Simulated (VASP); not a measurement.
# MgO (Fm-3m) in VASP: notebook

Runs on MgO. Level: PBE. Tasks: single point.

All numbers are computed with VASP 6.6.1; they aren't measurements. Logs are shortened: lines on timing, memory, paths and dates and some standing lists are left out, and cuts for length are marked.

**1. The cell of the first run**

The structure is cubic, space group Fm-3m (No. 225). The conventional cell has a = 4.356 Å, b = 4.356 Å, c = 4.356 Å, α = 90.00°, β = 90.00°, γ = 90.00°. Mg (site symmetry m-3m) has 6 O at 2.18 Å within 2.9 Å. O (site symmetry m-3m) has 6 Mg at 2.18 Å within 2.9 Å.

**2. Single point, PBE**

INCAR

```
PREC = Accurate
ENCUT = 600
EDIFF = 1E-6
ISMEAR = 0
SIGMA = 0.01
LREAL = F
LASPH = T
NELM = 120
ALGO = Normal
ISIF = 2
LWAVE = F
LCHARG = T
GGA = PE
LELF = T
LVHAR = T
NBANDS = 11
GGA_COMPAT = F
```

KPOINTS

```
Automatic mesh
0
Gamma
  8 8 8
```

POSCAR

```
MgO
1.0
    0.0000000000      2.1782000000      2.1782000000
    2.1782000000      0.0000000000      2.1782000000
    2.1782000000      2.1782000000      0.0000000000
Mg O
1 1
Direct
    0.0000000000      0.0000000000      0.0000000000
    0.5000000000      0.5000000000      0.5000000000
```

Potentials or basis: VASP PAW PBE potentials, release 64 (Mg, O).

Command:

```console
cat potpaw_PBE.64/Mg/POTCAR potpaw_PBE.64/O/POTCAR > POTCAR
mpirun -np 1 vasp_std > vasp.out
```

OUTCAR:

```text
PREC = Accurate
   ENCUT = 600
   EDIFF = 1E-6
   ISMEAR = 0
   LREAL = F
   LASPH = T
   NELM = 120
   ISIF = 2
   GGA = PE

 ion  position               nearest neighbor table
   1  0.000  0.000  0.000-   2 2.18   2 2.18   2 2.18   2 2.18   2 2.18   2 2.18
   2  0.500  0.500  0.500-   1 2.18   1 2.18   1 2.18   1 2.18   1 2.18   1 2.18

  LATTYP: Found a face centered cubic cell.
 ALAT       =     4.3564000000

  Lattice vectors:

 A1 = (   0.0000000000,   2.1782000000,   2.1782000000)
 A2 = (   2.1782000000,   0.0000000000,   2.1782000000)
 A3 = (   2.1782000000,   2.1782000000,   0.0000000000)

Analysis of symmetry for initial positions (statically):
=====================================================================
 Subroutine PRICEL returns:
 Original cell was already a primitive cell.

 Routine SETGRP: Setting up the symmetry group for a
 face centered cubic supercell.

 Subroutine GETGRP returns: Found 48 space group operations
 (whereof 48 operations were pure point group operations)
 out of a pool of 48 trial point group operations.

The static configuration has the point symmetry O_h .

Analysis of symmetry for dynamics (positions and initial velocities):
=====================================================================
 Subroutine PRICEL returns:
 Original cell was already a primitive cell.

 Routine SETGRP: Setting up the symmetry group for a
 face centered cubic supercell.

 Subroutine GETGRP returns: Found 48 space group operations
 (whereof 48 operations were pure point group operations)
 out of a pool of 48 trial point group operations.

The dynamic configuration has the point symmetry O_h .

 Subroutine INISYM returns: Found 48 space group operations
 (whereof 48 operations are pure point group operations),
 and found     1 'primitive' translations

----------------------------------------------------------------------------------------

                                     Primitive cell

  volume of cell :      20.6692

  direct lattice vectors                    reciprocal lattice vectors
     0.000000000  2.178200000  2.178200000    -0.229547333  0.229547333  0.229547333
     2.178200000  0.000000000  2.178200000     0.229547333 -0.229547333  0.229547333
     2.178200000  2.178200000  0.000000000     0.229547333  0.229547333 -0.229547333

  length of vectors
     3.080439982  3.080439982  3.080439982     0.397587643  0.397587643  0.397587643
[... 87 lines left out ...]
   ISIF   =      2    stress and relaxation
   ISYM   =      2    0-nonsym 1-usesym 2-fastsym
   POTIM  = 0.5000    time-step for ionic-motion
   TEBEG  =    0.0;   TEEND  =   0.0 temperature during run
   PSTRESS=    0.0 pullay stress
   NELECT =       8.0000    total number of electrons
   NUPDOWN=      -1.0000    fix difference up-down
   EMIN   =  10.00;   EMAX   =-10.00  energy-range for DOS
   EFERMI =   0.00;   METHOD = LEGACY
   ISMEAR =     0;   SIGMA  =   0.01  broadening in eV -4-tet -1-fermi 0-gaus
   EFERMI_NEDOS =   21; number of points for ismear=-14 and -15
   IALGO  =     38    algorithm
   IMIX   =      4    mixing-type and parameters
     AMIX     =   0.40;   BMIX     =  1.00
     AMIX_MAG =   1.60;   BMIX_MAG =  1.00
  volume/ion in A,a.u.               =      10.33        69.74
  Fermi-wavevector in a.u.,A,eV,Ry     =   1.193064  2.254564 19.366556  1.423402
  Thomas-Fermi vector in A             =   2.329087
   LORBIT       =      0    0 simple, 1 ext, 2 COOP (PROOUT), +10 PAW based schemes
   GGA     = PE    functional components
   LHFCALC =     F    Hartree Fock is set to
   AEXX    =    0.0000 exact exchange contribution
   IVDW    =     0    specifies the selected vdW correction
   LEPSILON=     F    determine dielectric tensor
   LRPA    =     F    only Hartree local field effects (RPA)
 non-spin polarized calculation
 Gauss-broadening in eV      SIGMA  =   0.01
  energy-cutoff  :      600.00
  volume of cell :       20.67
 maximum number of plane-waves:       701
 NGX is ok and might be reduce to    28
   NGX = 13   NGY = 13   NGZ = 13

 number of electron       8.0000001 magnetization

 Free energy of the ion-electron system (eV)
  ---------------------------------------------------
  ext. energy  EPLUGINS =         0.00000000
  ---------------------------------------------------
  free energy    TOTEN  =       -11.86600843 eV

  energy without entropy =      -11.86600843  energy(sigma->0) =      -11.86600843

 E-fermi :   2.6157     XC(G=0): -10.6100

 val. band max:        2.4669144612   @ k =   0.0000   0.0000   0.0000
 cond. band min:       6.2713091427   @ k =   0.0000   0.0000   0.0000
 fundamental gap:      3.8043946816
 Fermi energy:         2.6156679945

 k-point     1 :       0.0000    0.0000    0.0000
  band No.  band energies     occupation
      1     -14.3099      2.00000
      2       2.4669      2.00000
      3       2.4669      2.00000
      4       2.4669      2.00000
      5       6.2713      0.00000
      6      17.6921      0.00000
      7      17.6921      0.00000
      8      17.6921      0.00000
      9      21.3501      0.00000
     10      23.0128      0.00000
     11      23.0128      0.00000
[... 309 lines left out ...]
 k-point    24 :      -0.3750    0.2500    0.1250
  band No.  band energies     occupation
      1     -13.1367      2.00000
      2      -1.1564      2.00000
      3       0.7468      2.00000
      4       1.6073      2.00000
      5      11.4375      0.00000
      6      13.6664      0.00000
      7      14.9540      0.00000
      8      18.1606      0.00000
      9      21.8281      0.00000
     10      23.2153      0.00000
     11      27.0480      0.00000

 [... further k-points ...]

------------------------ aborting loop because EDIFF is reached ----------------------------------------

  FORCE on cell =-STRESS in cart. coord.  units (eV):
  Direction    XX          YY          ZZ          XY          YZ          ZX
  --------------------------------------------------------------------------------------
  -------------------------------------------------------------------------------------
  Total       -1.3139782     -1.3139782     -1.3139782      0.0000000      0.0000000      0.0000000
  in kB     -101.8533888   -101.8533888   -101.8533888      0.0000000      0.0000000      0.0000000
  external PRESSURE =    -101.8533888 kB  Pullay stress =       0.0000000 kB

 VOLUME and BASIS-vectors are now :
 -----------------------------------------------------------------------------
  energy-cutoff  :      600.00
  volume of cell :       20.67
      direct lattice vectors                 reciprocal lattice vectors
     0.000000000  2.178200000  2.178200000    -0.229547333  0.229547333  0.229547333
     2.178200000  0.000000000  2.178200000     0.229547333 -0.229547333  0.229547333
     2.178200000  2.178200000  0.000000000     0.229547333  0.229547333 -0.229547333

 POSITION                                       TOTAL-FORCE (eV/Angst)
 -----------------------------------------------------------------------------------
      0.00000      0.00000      0.00000         0.000000     -0.000000      0.000000
      2.17820      2.17820      2.17820        -0.000000      0.000000      0.000000
 -----------------------------------------------------------------------------------
    total drift:                                0.000000      0.000000      0.000000

  FREE ENERGIE OF THE ION-ELECTRON SYSTEM (eV)
  ---------------------------------------------------
  free  energy   TOTEN  =       -11.8660084304 eV

  energy  without entropy=      -11.8660084304  energy(sigma->0) =      -11.86600843
```

OSZICAR:

```text
N       E                     dE             d eps       ncg     rms          rms(c)
DAV:   1     0.219903434182E+02    0.21990E+02   -0.47798E+03   670   0.722E+02
DAV:   2    -0.124400849851E+02   -0.34430E+02   -0.33505E+02   780   0.145E+02
DAV:   3    -0.134228108208E+02   -0.98273E+00   -0.98177E+00   767   0.234E+01
DAV:   4    -0.134254446845E+02   -0.26339E-02   -0.26338E-02   692   0.138E+00
DAV:   5    -0.134254536039E+02   -0.89195E-05   -0.89195E-05   764   0.788E-02    0.716E+00
DAV:   6    -0.118951318583E+02    0.15303E+01   -0.96639E+00   662   0.165E+01    0.243E+00
DAV:   7    -0.118735830370E+02    0.21549E-01   -0.88802E-02   686   0.244E+00    0.137E+00
DAV:   8    -0.118666098066E+02    0.69732E-02   -0.37176E-02   668   0.212E+00    0.283E-01
DAV:   9    -0.118660860700E+02    0.52374E-03   -0.69804E-04   713   0.188E-01    0.161E-01
DAV:  10    -0.118660078587E+02    0.78211E-04   -0.62336E-04   695   0.191E-01    0.800E-03
DAV:  11    -0.118660084304E+02   -0.57169E-06   -0.49854E-06   722   0.162E-02
   1 F= -.11866008E+02 E0= -.11866008E+02  d E =-.263070-100
```

stdout:

```text
POSCAR found type information on POSCAR MgO
 POSCAR found :  2 types and       2 ions
 scaLAPACK will be used
 LDA part: xc-table for (Slater+PW92), standard interpolation
 POSCAR, INCAR and KPOINTS ok, starting setup
 FFT: planning ... GRIDC
 FFT: planning ... GRID_SOFT
 FFT: planning ... GRID
 WAVECAR not read
 entering main loop
```

It took 20 s on 1 thread of Intel Xeon 8259CL, shared host; peak memory 0.16 GiB.

Results:

- Free energy: -11.8660 eV
- Pressure: -10.2 GPa
- Band gap on the k mesh: 3.80 eV, direct

Levels at points of the mesh, in eV from the valence-band top:
| k point | band 2 | band 3 | band 4 | band 5 | band 6 | band 7 |
| --- | --- | --- | --- | --- | --- | --- |
| (0.00, 0.00, 0.00) | 0.00 | 0.00 | 0.00 | 3.80 | 15.23 | 15.23 |
| (0.50, 0.00, 0.00) | -4.19 | -0.55 | -0.55 | 7.27 | 11.48 | 15.29 |
| (0.50, 0.50, 0.00) | -3.68 | -1.21 | -1.21 | 8.91 | 8.98 | 12.06 |

A hybrid or GW would open this gap; PBE tends to underestimate it.

**3. Single point, PBE**

INCAR

```
SYSTEM = MgO
PREC = Accurate
ENCUT = 600
EDIFF = 1E-6
ISMEAR = -1
SIGMA = 5E-4
LREAL = .FALSE.
LASPH = .TRUE.
NELM = 120
ALGO = Normal
ISIF = 2
LWAVE = .FALSE.
LCHARG = .TRUE.
GGA = PE
LELF = .TRUE.
LVHAR = .TRUE.
NBANDS = 11
GGA_COMPAT = .FALSE.
```

KPOINTS

```
regular mesh
0
G
  8 8 8
  0 0 0
```

POSCAR is that of step 2.

Potentials or basis: VASP PAW PBE potentials, release 64 (Mg, O).

Command:

```console
cat potpaw_PBE.64/Mg/POTCAR potpaw_PBE.64/O/POTCAR > POTCAR
mpirun -np 1 vasp_std > vasp.out
```

Run time: 22 s. Hardware: 1 thread of Intel Xeon 8259CL, shared host; peak memory 0.16 GiB.

Results (log left out):

```yaml
Free_energy: -11.8660 eV
Pressure: -10.2 GPa
Band_gap_on_the_k_mesh: 3.80 eV, direct
```

Levels at points of the mesh, in eV from the valence-band top:
| k point | band 1 | band 2 | band 3 | band 4 | band 5 | band 6 | band 7 | band 8 | band 9 |
| --- | --- | --- | --- | --- | --- | --- | --- | --- | --- |
| (0.00, 0.00, 0.00) | -16.78 | 0.00 | 0.00 | 0.00 | 3.80 | 15.23 | 15.23 | 15.23 | 18.88 |
| (0.50, 0.00, 0.00) | -15.73 | -4.19 | -0.55 | -0.55 | 7.27 | 11.48 | 15.29 | 15.29 | 19.43 |
| (0.50, 0.50, 0.00) | -15.51 | -3.68 | -1.21 | -1.21 | 8.91 | 8.98 | 12.06 | 17.48 | 17.48 |
